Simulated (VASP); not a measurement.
# Ca3TeRu2 (P-4m2) in VASP: notebook

Runs on Ca3TeRu2. Level: PBE. Tasks: single point.

Everything below comes from runs of VASP 6.6.1. Logs are shortened: lines on timing, memory, paths and dates and some standing lists are left out, and cuts for length are marked.

**1. The cell of the first run**

The structure is tetragonal, space group P-4m2 (No. 115). Conventional cell: a = 4.116 Å, b = 4.116 Å, c = 8.479 Å, α = 90.00°, β = 90.00°, γ = 90.00°. Within 3.0 Å of Ca (site symmetry 2mm) lie 1 Te at 2.29 Å and 2 Ru at 2.45 Å. Ca (site symmetry -4m2) has 4 Ru at 2.28 Å and 4 Te at 2.91 Å within 3.0 Å. Within 3.0 Å of Te (site symmetry -4m2) lie 4 Ru at 2.28 Å and 6 Ca at 2.29 to 2.91 Å. Within 3.0 Å of Ru (site symmetry 2mm) lie 4 Ca at 2.28 to 2.45 Å and 2 Te at 2.28 Å.

The cell was generated, and may not be a known phase.

**2. Single point, PBE**

INCAR reads:

```
SYSTEM = Ca3TeRu2
  ALGO = Normal
  EDIFF = 1E-6
  ENCUT = 520
  GGA = PE
  ISIF = 2
  ISMEAR = 0
  LASPH = .True.
  LCHARG = .False.
  LREAL = .False.
  LWAVE = .False.
  NBANDS = 41
  NELM = 80
  PREC = Accurate
  SIGMA = 0.1
```

KPOINTS reads:

```
k-points
0
Gamma
  4 4 2
  0 0 0
```

POSCAR reads:

```
Ca3TeRu2
1.0
    4.1163680300      0.0000000000      0.0000000000
    0.0000000000      4.1163680300      0.0000000000
    0.0000000000      0.0000000000      8.4786822600
Ca Te Ru
3 1 2
Direct
    0.5000000000      0.5000000000      0.7705868500
    0.5000000000      0.5000000000      0.2294131500
    0.0000000000      0.0000000000      0.5000000000
    0.5000000000      0.5000000000      0.5000000000
    0.0000000000      0.5000000000      0.6147058400
    0.5000000000      0.0000000000      0.3852941600
```

Potentials or basis: VASP PAW PBE potentials, release 64 (Ca_sv, Te, Ru_pv).

Launch:

```
cat potpaw_PBE.64/Ca_sv/POTCAR potpaw_PBE.64/Te/POTCAR potpaw_PBE.64/Ru_pv/POTCAR > POTCAR
mpirun -np 1 vasp_std > vasp.out
```

OUTCAR:

```text
SYSTEM = Ca3TeRu2
   EDIFF = 1E-6
   ENCUT = 520
   GGA = PE
   ISIF = 2
   ISMEAR = 0
   LASPH = .True.
   LREAL = .False.
   NELM = 80
   PREC = Accurate

 ion  position               nearest neighbor table
   1  0.500  0.500  0.771-   4 2.29   5 2.45   5 2.45
   2  0.500  0.500  0.229-   4 2.29   6 2.45   6 2.45
   3  0.000  0.000  0.500-   5 2.28   6 2.28   5 2.28   6 2.28   4 2.91   4 2.91   4 2.91   4 2.91

   4  0.500  0.500  0.500-   5 2.28   6 2.28   6 2.28   5 2.28   1 2.29   2 2.29   3 2.91   3 2.91
                             3 2.91   3 2.91
   5  0.000  0.500  0.615-   3 2.28   4 2.28   3 2.28   4 2.28   1 2.45   1 2.45
   6  0.500  0.000  0.385-   3 2.28   4 2.28   4 2.28   3 2.28   2 2.45   2 2.45

  LATTYP: Found a simple tetragonal cell.
 ALAT       =     4.1163680300
 C/A-ratio  =     2.0597483505

  Lattice vectors:

 A1 = (   4.1163680300,   0.0000000000,   0.0000000000)
 A2 = (   0.0000000000,   4.1163680300,   0.0000000000)
 A3 = (   0.0000000000,   0.0000000000,   8.4786822600)

Analysis of symmetry for initial positions (statically):
=====================================================================
 Subroutine PRICEL returns:
 Original cell was already a primitive cell.

 Routine SETGRP: Setting up the symmetry group for a
 simple tetragonal supercell.

 Subroutine GETGRP returns: Found  8 space group operations
 (whereof  8 operations were pure point group operations)
 out of a pool of 16 trial point group operations.

The static configuration has the point symmetry D_2d.

Analysis of symmetry for dynamics (positions and initial velocities):
=====================================================================
 Subroutine PRICEL returns:
 Original cell was already a primitive cell.

 Routine SETGRP: Setting up the symmetry group for a
 simple tetragonal supercell.

 Subroutine GETGRP returns: Found  8 space group operations
 (whereof  8 operations were pure point group operations)
 out of a pool of 16 trial point group operations.

The dynamic configuration has the point symmetry D_2d.

 Subroutine INISYM returns: Found  8 space group operations
 (whereof  8 operations are pure point group operations),
 and found     1 'primitive' translations

----------------------------------------------------------------------------------------

                                     Primitive cell

  volume of cell :     143.6669

  direct lattice vectors                    reciprocal lattice vectors
     4.116368030  0.000000000  0.000000000     0.242932603  0.000000000  0.000000000
     0.000000000  4.116368030  0.000000000     0.000000000  0.242932603  0.000000000
     0.000000000  0.000000000  8.478682260     0.000000000  0.000000000  0.117942856

  length of vectors
     4.116368030  4.116368030  8.478682260     0.242932603  0.242932603  0.117942856

  position of ions in fractional coordinates (direct lattice)
     0.500000000  0.500000000  0.770586850
     0.500000000  0.500000000  0.229413150
     0.000000000  0.000000000  0.500000000
     0.500000000  0.500000000  0.500000000
     0.000000000  0.500000000  0.614705840
     0.500000000  0.000000000  0.385294160

  ion indices of the primitive-cell ions
   primitive index   ion index
                 1           1
                 2           2
                 3           3
                 4           4
                 5           5
                 6           6

----------------------------------------------------------------------------------------

 KPOINTS: k-points

Automatic generation of k-mesh.
 Grid dimensions read from file:
 generate k-points for:    4    4    2

 Generating k-lattice:

  Cartesian coordinates                     Fractional coordinates (reciprocal lattice)
     0.060733151  0.000000000  0.000000000     0.250000000  0.000000000  0.000000000
     0.000000000  0.060733151  0.000000000     0.000000000  0.250000000  0.000000000
     0.000000000  0.000000000  0.058971428     0.000000000  0.000000000  0.500000000

  Length of vectors
     0.060733151  0.060733151  0.058971428

  Shift w.r.t. Gamma in fractional coordinates (k-lattice)
     0.000000000  0.000000000  0.000000000

 Subroutine IBZKPT returns following result:
 ===========================================

 Found     12 irreducible k-points:

 Following reciprocal coordinates:
            Coordinates               Weight
  0.000000  0.000000  0.000000      1.000000
  0.250000  0.000000  0.000000      4.000000
  0.500000  0.000000  0.000000      2.000000
  0.250000  0.250000  0.000000      4.000000
  0.500000  0.250000  0.000000      4.000000
  0.500000  0.500000  0.000000      1.000000
  0.000000  0.000000  0.500000      1.000000
  0.250000  0.000000  0.500000      4.000000
  0.500000  0.000000  0.500000      2.000000
  0.250000  0.250000  0.500000      4.000000
  0.500000  0.250000  0.500000      4.000000
  0.500000  0.500000  0.500000      1.000000
   k-points           NKPTS =     12   k-points in BZ     NKDIM =     12   number of bands    NBANDS=     41
   number of dos      NEDOS =    301   number of ions     NIONS =      6
   total plane-waves  NPLWV =  65536
   dimension x,y,z NGX =    32 NGY =   32 NGZ =   64
   dimension x,y,z NGXF=    64 NGYF=   64 NGZF=  128
   ions per type =               3   1   2
   NGX,Y,Z   is equivalent  to a cutoff of  12.92, 12.92, 12.55 a.u.
   NGXF,Y,Z  is equivalent  to a cutoff of  25.85, 25.85, 25.10 a.u.
 SYSTEM =  Ca3TeRu2
   PREC   = accura    normal or accurate (medium, high low for compatibility)
   ISTART =      0    job   : 0-new  1-cont  2-samecut
   ICHARG =      2    charge: 1-file 2-atom 10-const
   ISPIN  =      1    spin polarized calculation?
   LNONCOLLINEAR =      F non collinear calculations
   LSORBIT =      F    spin-orbit coupling
   LASPH  =      T    aspherical Exc in radial PAW
   ENCUT  =  520.0 eV  38.22 Ry    6.18 a.u.   7.65  7.65 15.76*2*pi/ulx,y,z
   NELM   =     80;   NELMIN=  2; NELMDL= -5     # of ELM steps
   EDIFF  = 0.1E-05   stopping-criterion for ELM
   LREAL  =      F    real-space projection
   EDIFFG = 0.1E-04   stopping-criterion for IOM
   NSW    =      0    number of steps for IOM
   IBRION =     -1    ionic relax: 0-MD 1-quasi-New 2-CG
   NFREE  =      0    steps in history (QN), initial steepest desc. (CG)
   ISIF   =      2    stress and relaxation
   ISYM   =      2    0-nonsym 1-usesym 2-fastsym
   POTIM  = 0.5000    time-step for ionic-motion
   TEBEG  =    0.0;   TEEND  =   0.0 temperature during run
   PSTRESS=    0.0 pullay stress
   NELECT =      64.0000    total number of electrons
   NUPDOWN=      -1.0000    fix difference up-down
   EMIN   =  10.00;   EMAX   =-10.00  energy-range for DOS
   EFERMI =   0.00;   METHOD = LEGACY
   ISMEAR =     0;   SIGMA  =   0.10  broadening in eV -4-tet -1-fermi 0-gaus
   EFERMI_NEDOS =   21; number of points for ismear=-14 and -15
   IALGO  =     38    algorithm
   IMIX   =      4    mixing-type and parameters
     AMIX     =   0.40;   BMIX     =  1.00
     AMIX_MAG =   1.60;   BMIX_MAG =  1.00
  volume/ion in A,a.u.               =      23.94       161.59
  Fermi-wavevector in a.u.,A,eV,Ry     =   1.250305  2.362734 21.269473  1.563262
  Thomas-Fermi vector in A             =   2.384305
   LORBIT       =      0    0 simple, 1 ext, 2 COOP (PROOUT), +10 PAW based schemes
   GGA     = PE    functional components
   LHFCALC =     F    Hartree Fock is set to
   AEXX    =    0.0000 exact exchange contribution
   IVDW    =     0    specifies the selected vdW correction
   LEPSILON=     F    determine dielectric tensor
   LRPA    =     F    only Hartree local field effects (RPA)
 non-spin polarized calculation
 Gauss-broadening in eV      SIGMA  =   0.10
  energy-cutoff  :      520.00
  volume of cell :      143.67
 maximum number of plane-waves:      3904
 NGX is ok and might be reduce to    32
   NGX = 15   NGY = 15   NGZ = 31

 number of electron      64.0000021 magnetization

 Free energy of the ion-electron system (eV)
  ---------------------------------------------------
  ext. energy  EPLUGINS =         0.00000000
  ---------------------------------------------------
  free energy    TOTEN  =       -11.54578215 eV

  energy without entropy =      -11.52252188  energy(sigma->0) =      -11.53415201

 E-fermi :   5.8642     XC(G=0):  -9.3485

 val. band max:        5.8417008099   @ k =   0.5000   0.5000   0.0000
 cond. band min:       5.8647584615   @ k =   0.5000   0.2500   0.0000
 fundamental gap:      0.0230576516
 Fermi energy:         5.8642221365

 k-point     1 :       0.0000    0.0000    0.0000
  band No.  band energies     occupation
      1     -36.6244      2.00000
      2     -36.6244      2.00000
      3     -36.2118      2.00000
      4     -36.0906      2.00000
      5     -36.0646      2.00000
      6     -36.0646      2.00000
[... 33 lines left out ...]
     40       9.3463      0.00000
     41      10.0898      0.00000

 k-point     2 :       0.2500    0.0000    0.0000
  band No.  band energies     occupation
      1     -36.6985      2.00000
      2     -36.6233      2.00000
      3     -36.2536      2.00000
      4     -36.1013      2.00000
      5     -36.0639      2.00000
      6     -36.0572      2.00000
[... 33 lines left out ...]
     40       9.3224      0.00000
     41       9.6736      0.00000

 k-point     3 :       0.5000    0.0000    0.0000
  band No.  band energies     occupation
      1     -36.7638      2.00000
      2     -36.6223      2.00000
      3     -36.3113      2.00000
      4     -36.1097      2.00000
      5     -36.0631      2.00000
      6     -36.0383      2.00000
[... 347 lines left out ...]
      2     -36.6782      2.00000
      3     -36.3729      2.00000
      4     -36.0817      2.00000
      5     -36.0651      2.00000
      6     -36.0365      2.00000
[... 33 lines left out ...]
     40       9.0098      0.00000
     41       9.7618      0.00000

 k-point    12 :       0.5000    0.5000    0.5000
  band No.  band energies     occupation
      1     -36.8143      2.00000
      2     -36.7054      2.00000
      3     -36.4327      2.00000
      4     -36.0614      2.00000
      5     -36.0614      2.00000
      6     -36.0392      2.00000
[... 33 lines left out ...]
     40       9.0582      0.00000
     41      10.0792      0.00000

------------------------ aborting loop because EDIFF is reached ----------------------------------------

  FORCE on cell =-STRESS in cart. coord.  units (eV):
  Direction    XX          YY          ZZ          XY          YZ          ZX
  --------------------------------------------------------------------------------------
  -------------------------------------------------------------------------------------
  Total       49.4912000     49.4912000     65.8104828      0.0000000      0.0000000      0.0000000
  in kB      551.9272194    551.9272194    733.9203095      0.0000000      0.0000000      0.0000000
  external PRESSURE =     612.5915828 kB  Pullay stress =       0.0000000 kB

 VOLUME and BASIS-vectors are now :
 -----------------------------------------------------------------------------
  energy-cutoff  :      520.00
  volume of cell :      143.67
      direct lattice vectors                 reciprocal lattice vectors
     4.116368030  0.000000000  0.000000000     0.242932603  0.000000000  0.000000000
     0.000000000  4.116368030  0.000000000     0.000000000  0.242932603  0.000000000
     0.000000000  0.000000000  8.478682260     0.000000000  0.000000000  0.117942856

 POSITION                                       TOTAL-FORCE (eV/Angst)
 -----------------------------------------------------------------------------------
      2.05818      2.05818      6.53356         0.000000      0.000000     11.832633
      2.05818      2.05818      1.94512        -0.000000     -0.000000    -11.832633
      0.00000      0.00000      4.23934        -0.000000      0.000000      0.000000
      2.05818      2.05818      4.23934        -0.000000     -0.000000      0.000000
      0.00000      2.05818      5.21190        -0.000000      0.000000      5.526650
      2.05818      0.00000      3.26679        -0.000000      0.000000     -5.526650
 -----------------------------------------------------------------------------------
    total drift:                                0.000000     -0.000000      0.000000

  FREE ENERGIE OF THE ION-ELECTRON SYSTEM (eV)
  ---------------------------------------------------
  free  energy   TOTEN  =       -11.5457821499 eV

  energy  without entropy=      -11.5225218768  energy(sigma->0) =      -11.53415201
```

Wall time 38 s (1 thread of Intel Xeon 6975P-C (Granite Rapids), shared host); peak memory 0.27 GiB.

What came out:

```
Free energy            : -11.5458 eV
Pressure               : 61.3 GPa
Largest force          : 11.833 eV/Å
Band gap on the k mesh : zero (bands 32 and 33 overlap by 0.34 eV)
```

Forces on the atoms (eV/Å):
```
Ca    0.000   0.000  11.833
Ca    0.000   0.000 -11.833
Ca    0.000   0.000   0.000
Te    0.000   0.000   0.000
Ru    0.000   0.000   5.527
Ru    0.000   0.000  -5.527
```

Caveat: the k points lie up to 0.38 Å⁻¹ apart; spin-orbit coupling is left out, which moves the levels of the heavy elements; forces of over 1 eV/Å act on the atoms, so gaps and moduli don't describe the material at rest.

**3. Single point, PBE**

This run uses another cell than the first one, of 35.09 Å³/atom.

INCAR reads:

```
SYSTEM = Ca3TeRu2
PREC = Accurate
ENCUT = 520
EDIFF = 1E-6
ISMEAR = 0
SIGMA = 0.1
LREAL = .False.
LASPH = .True.
NELM = 80
ALGO = Normal
ISIF = 2
LWAVE = .False.
LCHARG = .False.
GGA = PE
NBANDS = 41
```

KPOINTS reads:

```
Automatic mesh
0
Gamma
  4 4 2
  0 0 0
```

POSCAR reads:

```
Ca3TeRu2
1.0
    4.4992486545      0.0000000000      0.0000000000
    0.0000000000      4.4992486545      0.0000000000
    0.0000000000      0.0000000000     10.4016925781
Ca Te Ru
3 1 2
Direct
    0.5000000000      0.5000000000      0.8079088050
    0.5000000000      0.5000000000      0.1920911950
    0.0000000000      0.0000000000      0.5000000000
    0.5000000000      0.5000000000      0.5000000000
    0.0000000000      0.5000000000      0.6458437504
    0.5000000000      0.0000000000      0.3541562496
```

Potentials or basis: VASP PAW PBE potentials, release 64 (Ca_sv, Te, Ru_pv).

Launch:

```
cat potpaw_PBE.64/Ca_sv/POTCAR potpaw_PBE.64/Te/POTCAR potpaw_PBE.64/Ru_pv/POTCAR > POTCAR
mpirun -np 1 vasp_std > vasp.out
```

Wall time 67 s (1 thread of Intel Xeon 6975P-C (Granite Rapids), shared host); peak memory 0.37 GiB.

Results (log left out):

```yaml
Free_energy: -24.6262 eV
Pressure: 0.1 GPa
Largest_force: 0.049 eV/Å
Band_gap_on_the_k_mesh: zero (bands 32 and 33 overlap by 0.37 eV)
```

Forces on the atoms (eV/Å):
```
Ca   0.000  0.000  0.049
Ca   0.000  0.000 -0.049
Ca   0.000  0.000  0.000
Te   0.000  0.000  0.000
Ru   0.000  0.000 -0.025
Ru   0.000  0.000  0.025
```

Levels at points of the mesh, in eV from the Fermi level:
| k point | band 28 | band 29 | band 30 | band 31 | band 32 | band 33 | band 34 | band 35 | band 36 | band 37 |
| --- | --- | --- | --- | --- | --- | --- | --- | --- | --- | --- |
| (0.00, 0.00, 0.00) | -0.99 | -0.52 | -0.51 | -0.51 | 0.35 | 0.35 | 0.76 | 0.81 | 2.09 | 2.19 |
| (0.50, 0.00, 0.00) | -0.86 | -0.85 | -0.54 | -0.26 | -0.14 | 0.03 | 0.64 | 0.76 | 1.39 | 1.85 |
| (0.50, 0.50, 0.00) | -0.86 | -0.74 | -0.74 | -0.14 | -0.14 | 0.45 | 1.33 | 1.35 | 1.35 | 1.72 |
| (0.00, 0.00, 0.50) | -0.63 | -0.52 | -0.51 | -0.51 | -0.24 | 0.36 | 0.36 | 1.46 | 1.87 | 2.36 |
| (0.50, 0.00, 0.50) | -0.86 | -0.83 | -0.54 | -0.26 | -0.13 | 0.35 | 0.75 | 0.85 | 1.05 | 1.49 |
| (0.50, 0.50, 0.50) | -0.83 | -0.74 | -0.74 | -0.14 | -0.14 | 0.60 | 1.35 | 1.35 | 1.41 | 1.59 |

Caveat: spin-orbit coupling is left out, which moves the levels of the heavy elements.

The gap in the log of VASP goes by the Fermi energy; the results here count the filled bands.